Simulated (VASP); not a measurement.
Input of a VASP 6.6.1 run:

The input INCAR:

```
SYSTEM = Sb
PREC = Accurate
ENCUT = 520
EDIFF = 1E-8
ISMEAR = -1
SIGMA = 0.03
LREAL = .FALSE.
LASPH = .TRUE.
NELM = 60
ALGO = Normal
ISIF = 2
LWAVE = .FALSE.
LCHARG = .FALSE.
GGA = CA
LEFG = .TRUE.
NBANDS = 12
```

Contents of KPOINTS:

```
Automatic mesh
0
G
  12 12 7
  0 0 0
```

The input POSCAR:

```
Sb
1.0
    3.3463887588      0.0000000000      0.0000000000
   -1.6731943794      2.8980576760      0.0000000000
    0.0000000000      0.0000000000      5.2942271101
Sb
2
Direct
    0.3333333333      0.6666666667      0.2500000000
    0.6666666667      0.3333333333      0.7500000000
```

Potentials or basis: VASP PAW LDA potentials, release 64 (Sb).

The run is started by

```bash
$ cat potpaw_LDA.64/Sb/POTCAR > POTCAR
$ mpirun -np 1 vasp_std > vasp.out
```

Estimate the band gap on the k mesh.

zero (band 5 reaches 13.12 eV, above the bottom of band 6 at 6.06 eV).

What does it give for the pressure?

0.2 GPa.

Stress tensor (GPa, compression positive):
```
 0.71  0.00  0.00
 0.00  0.71  0.00
 0.00  0.00 -0.89
```

Caveat: without QUAD_EFG the Cq values of the log hold for a quadrupole moment of 1 mb, not for the nuclei; spin-orbit coupling is left out, which moves the levels of the heavy elements.
